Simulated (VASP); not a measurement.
MgS:

```
CELL_PARAMETERS angstrom
4.02866 0.00000 0.00000
-2.01433 3.48893 0.00000
0.00000 0.00000 6.45422
ATOMIC_POSITIONS crystal
Mg 0.66667 0.33333 0.49712
Mg 0.33333 0.66667 0.99712
S 0.33333 0.66667 0.37788
S 0.66667 0.33333 0.87788
```

Program: VASP 6.6.1. Alike in all runs: task single point; no spin polarisation; cell as given; cutoff (eV) 520; smearing gaussian 0.01 eV.

Q: Order these runs on this cell by their band gap on the k mesh, lowest first.
A. level LDA; potentials or basis VASP PAW LDA potentials, release 64 (Mg, S); k mesh 12 × 12 × 4
B. level r2SCAN; potentials or basis VASP PAW PBE potentials, release 64 (Mg, S); k mesh 12 × 12 × 4
C. level PBE; potentials or basis VASP PAW PBE potentials, release 64 (Mg, S); k mesh 6 × 6 × 2

A: A (3.19 eV), C (3.46 eV), B (4.13 eV).

Caveats: some runs use coarse meshes.

A k mesh can miss the band edges.
